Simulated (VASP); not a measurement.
# Al27As27H (a cell with a defect) in VASP: notebook, part 2 of 2

VASP 6.6.1.

### Step 3. Relaxation of the atoms, PBE (with an interstitial atom)

The input, INCAR:

```
PREC     = Accurate       # precision mode
ENCUT    = 520            # plane-wave cutoff, eV
EDIFF    = 1E-6           # SCF threshold, eV
ISMEAR   = 0              # smearing method
SIGMA    = 0.01           # smearing width, eV
LREAL    = Auto         
LASPH    = T              # aspherical terms in the spheres
NELM     = 80             # most SCF steps
ALGO     = Normal         # electronic algorithm
ISIF     = 2              # what is computed and relaxed
LWAVE    = F              # write WAVECAR
LCHARG   = F              # write CHGCAR
GGA      = PE             # functional
IBRION   = 2              # ionic algorithm
NSW      = 65             # ionic steps
EDIFFG   = -0.025         # ionic threshold
NELECT   = 218.0
```

The input, KPOINTS:

```
Automatic mesh
0
Gamma
  1 1 1
```

The input, POSCAR:

```
Al27As27H
1.0
    0.0000000000      8.5918684793     -8.5918684793
    8.5918684793      8.5918684793      0.0000000000
    8.5918684793      0.0000000000     -8.5918684793
Al As H
27 27 1
Direct
    0.3333283534      0.6666616868      0.6666816064
    0.3349706821      0.9988582440      0.6655249107
    0.3349706821      0.3339794965      0.6655249107
    0.0006461632      0.6683040154      0.6655249107
    0.0006461632     -0.0011417560      0.6655249107
   -0.0077079229      0.3256254104      0.6897904355
    0.6655249107      0.6683040154      0.6655249107
    0.6666666667      0.0000000000      0.6666666667
    0.6655249107      0.3339794965      0.6655249107
    0.3333283534      0.6666616868      0.3333283534
    0.3333283534      0.0000149397      0.3333283534
    0.3308529783      0.3358136884      0.3308529783
    0.0024803550      0.6641863116      0.3308529783
    0.0006461632     -0.0011417560      0.3349706821
    0.0024803550      0.3358136884      0.3308529783
    0.6666816064      0.6666616868      0.3333283534
    0.6655249107     -0.0011417560      0.3349706821
    0.6655249107      0.3339794965      0.3349706821
    0.3308529783      0.6641863116      1.0024803550
    0.3349706821     -0.0011417560      1.0006461632
    0.3308529783      0.3358136884      1.0024803550
    0.0024803550      0.6641863116      1.0024803550
   -0.0077079229      0.0231237688      0.9922920771
   -0.0077079229      0.3256254104      0.9922920771
    0.6655249107      0.6683040154      1.0006461632
    0.6655249107     -0.0011417560      1.0006461632
    0.6897904355      0.3256254104      0.9922920771
    0.4166666667      0.7500000000      0.4166666667
    0.4161981708      0.0842017124      0.4161981708
    0.4161981708      0.4167352794      0.4161981708
    0.0834019461      0.7495315041      0.4161981708
    0.0834019461      0.0842017124      0.4161981708
    0.0805124986      0.4138458319      0.4251291709
    0.7508683791      0.7495315041      0.4161981708
    0.7500495028      0.0833828362      0.4165181581
    0.7508683791      0.4167352794      0.4161981708
    0.4161981708      0.7495315041      0.0834019461
    0.4161981708      0.0842017124      0.0834019461
    0.4251291709      0.4138458319      0.0805124986
    0.0805124986      0.7584625042      0.0805124986
    0.0869773223      0.0796893443      0.0869773223
    0.0805124986      0.4138458319      0.0805124986
    0.7508683791      0.7495315041      0.0834019461
    0.7463560110      0.0796893443      0.0869773223
    0.7463560110      0.4203106557      0.0869773223
    0.4161981708      0.7495315041      0.7508683791
    0.4165181581      0.0833828362      0.7500495028
    0.4161981708      0.4167352794      0.7508683791
    0.0834019461      0.7495315041      0.7508683791
    0.0869773223      0.0796893443      0.7463560110
    0.0869773223      0.4203106557      0.7463560110
    0.7500495028      0.7498514915      0.7500495028
    0.7500495028      0.0833828362      0.7500495028
    0.7463560110      0.4203106557      0.7463560110
    0.9166666667      0.2500000000      0.9166666667
```

Potentials or basis: VASP PAW PBE potentials, release 64 (Al, As, H).

On the command line:

```bash
cat potpaw_PBE.64/Al/POTCAR potpaw_PBE.64/As/POTCAR potpaw_PBE.64/H/POTCAR > POTCAR
mpirun -np 1 vasp_gam > vasp.out
```

OUTCAR:

```text
PREC = Accurate
   ENCUT = 520
   EDIFF = 1E-6
   ISMEAR = 0
   LREAL = Auto
   LASPH = T
   NELM = 80
   ISIF = 2
   GGA = PE
   IBRION = 2
   NSW = 65
   EDIFFG = -0.025
   NELECT = 218.0

 ion  position               nearest neighbor table
   1  0.333  0.667  0.667-  49 2.48  48 2.48  46 2.48  28 2.48
   2  0.335  0.999  0.666-  50 2.46  46 2.47  29 2.47  47 2.49
   3  0.335  0.334  0.666-  51 2.46  30 2.47  48 2.47  47 2.49
   4  0.001  0.668  0.666-  51 2.46  31 2.47  49 2.47  52 2.49
   5  0.001  0.999  0.666-  50 2.46  49 2.47  32 2.47  53 2.49
   6  0.992  0.326  0.690-  51 2.45  54 2.45  50 2.45  33 2.63
[... 46 lines left out ...]
  53  0.750  0.083  0.750-   8 2.48   9 2.49   5 2.49  26 2.49
  54  0.746  0.420  0.746-   6 2.45  27 2.45   7 2.46   9 2.46
  55  0.917  0.250  0.917-

  LATTYP: Found a face centered cubic cell.
 ALAT       =    17.1837369586

  Lattice vectors:

 A1 = (   0.0000000000,   8.5918684793,  -8.5918684793)
 A2 = (   8.5918684793,   8.5918684793,   0.0000000000)
 A3 = (   8.5918684793,   0.0000000000,  -8.5918684793)

Analysis of symmetry for initial positions (statically):
=====================================================================
[... 264 lines left out ...]
  --------------------------------------------------------------------------------------
  -------------------------------------------------------------------------------------
  Total       17.3018480     17.3018480     17.3018480     -0.0000000     -0.0000000     -0.0000000
  in kB       21.8529573     21.8529573     21.8529573     -0.0000000     -0.0000000     -0.0000000
  external PRESSURE =      21.8529573 kB  Pullay stress =       0.0000000 kB
[... 343 lines left out ...]
--------------------------------------- Ionic step        5  -------------------------------------------

 number of electron     217.9999985 magnetization

 Free energy of the ion-electron system (eV)
  ---------------------------------------------------
  ext. energy  EPLUGINS =         0.00000000
  ---------------------------------------------------
  free energy    TOTEN  =      -240.41016158 eV

  energy without entropy =     -240.41016158  energy(sigma->0) =     -240.41016158

 E-fermi :   3.8136     XC(G=0):  -8.8833

 val. band max:        3.7310973327   @ k =   0.0000   0.0000   0.0000
 cond. band min:       5.4623844959   @ k =   0.0000   0.0000   0.0000
 fundamental gap:      1.7312871632
 Fermi energy:         3.8135518029

 k-point     1 :       0.0000    0.0000    0.0000
  band No.  band energies     occupation
      1      -7.9905      2.00000
      2      -7.1284      2.00000
      3      -7.1060      2.00000
      4      -7.1060      2.00000
      5      -7.1060      2.00000
      6      -7.0551      2.00000
[... 113 lines left out ...]
    120       5.8890      0.00000
    121       5.8890      0.00000
 [bands above 121 left out]

------------------------ aborting loop because EDIFF is reached ----------------------------------------

  FORCE on cell =-STRESS in cart. coord.  units (eV):
  Direction    XX          YY          ZZ          XY          YZ          ZX
  --------------------------------------------------------------------------------------
  -------------------------------------------------------------------------------------
  Total       17.2964837     17.2964837     17.2964837      0.0000000     -0.0000000      0.0000000
  in kB       21.8461820     21.8461820     21.8461820      0.0000000     -0.0000000      0.0000000
  external PRESSURE =      21.8461820 kB  Pullay stress =       0.0000000 kB
[... 70 lines left out ...]
  FREE ENERGIE OF THE ION-ELECTRON SYSTEM (eV)
  ---------------------------------------------------
  free  energy   TOTEN  =      -240.4101615751 eV

  energy  without entropy=     -240.4101615751  energy(sigma->0) =     -240.41016158

 reached required accuracy - stopping structural energy minimisation
```

OSZICAR:

```text
N       E                     dE             d eps       ncg     rms          rms(c)
DAV:   1     0.126824031665E+04    0.12682E+04   -0.91798E+04   274   0.138E+03
DAV:   2    -0.828002174571E+02   -0.13510E+04   -0.12944E+04   348   0.216E+02
DAV:   3    -0.242814473931E+03   -0.16001E+03   -0.15719E+03   316   0.712E+01
DAV:   4    -0.248496941255E+03   -0.56825E+01   -0.56509E+01   332   0.145E+01
[... 36 lines left out ...]
       N       E                     dE             d eps       ncg     rms          rms(c)
DAV:   1    -0.240410095132E+03   -0.71123E-03   -0.12816E-02   276   0.244E-01    0.362E-02
DAV:   2    -0.240410164843E+03   -0.69711E-04   -0.93447E-04   324   0.567E-02    0.181E-02
DAV:   3    -0.240410162148E+03    0.26956E-05   -0.23101E-05   324   0.114E-02    0.119E-02
DAV:   4    -0.240410161575E+03    0.57248E-06   -0.88488E-06   316   0.618E-03
   5 F= -.24041016E+03 E0= -.24041016E+03  d E =-.778025E-03
```

It took 19 min on 1 thread of Oxide Virtual Turin-like, shared host; peak memory 1.5 GiB.

Results:

```
Free energy                  : -240.4102 eV
Energy gained by relaxing    : 0.1 meV/atom
Ionic steps                  : 5
Largest force after relaxing : 0.023 eV/Å
```

Forces in eV/Å, atoms in the order of the input:
```
Al   0.000  0.000  0.000
Al   0.009 -0.006  0.006
Al   0.006 -0.009  0.006
Al  -0.006 -0.009 -0.006
Al   0.009  0.006 -0.006
Al  -0.014  0.014  0.014
Al  -0.006 -0.006 -0.009
Al   0.000  0.000  0.000
Al   0.006  0.006 -0.009
Al   0.000  0.000  0.000
Al   0.000  0.000  0.000
Al   0.000  0.000 -0.009
Al   0.009  0.000  0.000
Al  -0.006  0.006  0.009
Al   0.000 -0.009  0.000
Al   0.000  0.000  0.000
Al  -0.006  0.009  0.006
Al  -0.009  0.006  0.006
Al   0.000  0.009  0.000
Al   0.006 -0.006  0.009
Al  -0.009  0.000  0.000
Al   0.000  0.000  0.009
Al  -0.014 -0.014 -0.014
Al   0.014  0.014 -0.014
Al  -0.009 -0.006 -0.006
Al   0.006  0.009 -0.006
Al   0.014 -0.014  0.014
As   0.000  0.000  0.000
As   0.002  0.002  0.009
As  -0.002 -0.002  0.009
As  -0.009 -0.002  0.002
As   0.002  0.009  0.002
As  -0.011  0.011  0.011
As  -0.009  0.002 -0.002
As  -0.003  0.003  0.003
As  -0.002  0.009 -0.002
As  -0.002 -0.009  0.002
As   0.009  0.002  0.002
As   0.011 -0.011  0.011
As  -0.011 -0.011 -0.011
As   0.000  0.000  0.008
As   0.011  0.011 -0.011
As  -0.002  0.002 -0.009
As   0.000  0.008  0.000
As  -0.008  0.000  0.000
As   0.002 -0.009 -0.002
As   0.003 -0.003  0.003
As   0.009 -0.002 -0.002
As   0.002 -0.002 -0.009
As   0.008  0.000  0.000
As   0.000 -0.008  0.000
As  -0.003 -0.003 -0.003
As   0.003  0.003 -0.003
As   0.000  0.000 -0.008
H    0.000  0.000  0.000
```

The path:
```csv
step,energy change (eV),largest force (eV/Å),pressure (GPa)
1,0.0000,0.1153,2.19
2,-0.0050,0.0646,2.18
3,-0.0056,0.0314,2.19
4,-0.0057,0.0341,2.19
5,-0.0064,0.0235,2.18
```

Final structure:
```
Al As H
1.0
     0.00000    8.59187   -8.59187
     8.59187    8.59187    0.00000
     8.59187    0.00000   -8.59187
Al As H
27 27 1
Direct
  0.33334 0.66667 0.66665
  0.33483 0.99880 0.66547
  0.33483 0.33424 0.66547
  0.00090 0.66816 0.66547
  0.00090 0.99880 0.66547
  0.99267 0.32600 0.68866
  0.66547 0.66816 0.66547
  0.66667 0.00000 0.66667
  0.66547 0.33424 0.66547
  0.33334 0.66667 0.33334
  0.33334 0.99998 0.33334
  0.33048 0.33619 0.33048
  0.00286 0.66381 0.33048
  0.00090 0.99880 0.33483
  0.00286 0.33619 0.33048
  0.66665 0.66667 0.33334
  0.66547 0.99880 0.33483
  0.66547 0.33424 0.33483
  0.33048 0.66381 0.00286
  0.33483 0.99880 0.00090
  0.33048 0.33619 0.00286
  0.00286 0.66381 0.00286
  0.99267 0.02200 0.99267
  0.99267 0.32600 0.99267
  0.66547 0.66816 0.00090
  0.66547 0.99880 0.00090
  0.68866 0.32600 0.99267
  0.41667 0.75000 0.41667
  0.41631 0.08406 0.41631
  0.41631 0.41666 0.41631
  0.08332 0.74964 0.41631
  0.08332 0.08406 0.41631
  0.08044 0.41378 0.42534
  0.75072 0.74964 0.41631
  0.75003 0.08337 0.41656
  0.75072 0.41666 0.41631
  0.41631 0.74964 0.08332
  0.41631 0.08406 0.08332
  0.42534 0.41378 0.08044
  0.08044 0.75867 0.08044
  0.08670 0.07997 0.08670
  0.08044 0.41378 0.08044
  0.75072 0.74964 0.08332
  0.74663 0.07997 0.08670
  0.74663 0.42003 0.08670
  0.41631 0.74964 0.75072
  0.41656 0.08337 0.75003
  0.41631 0.41666 0.75072
  0.08332 0.74964 0.75072
  0.08670 0.07997 0.74663
  0.08670 0.42003 0.74663
  0.75003 0.74990 0.75003
  0.75003 0.08337 0.75003
  0.74663 0.42003 0.74663
  0.91667 0.25000 0.91667
```

Caveat: the k points lie up to 0.63 Å⁻¹ apart; the cell carries a net charge on a neutralising background, which shifts energy and pressure; the cell differs from its parent crystal (with an interstitial atom); the cell is charged against a uniform background, so pressure and absolute levels hang on convention.
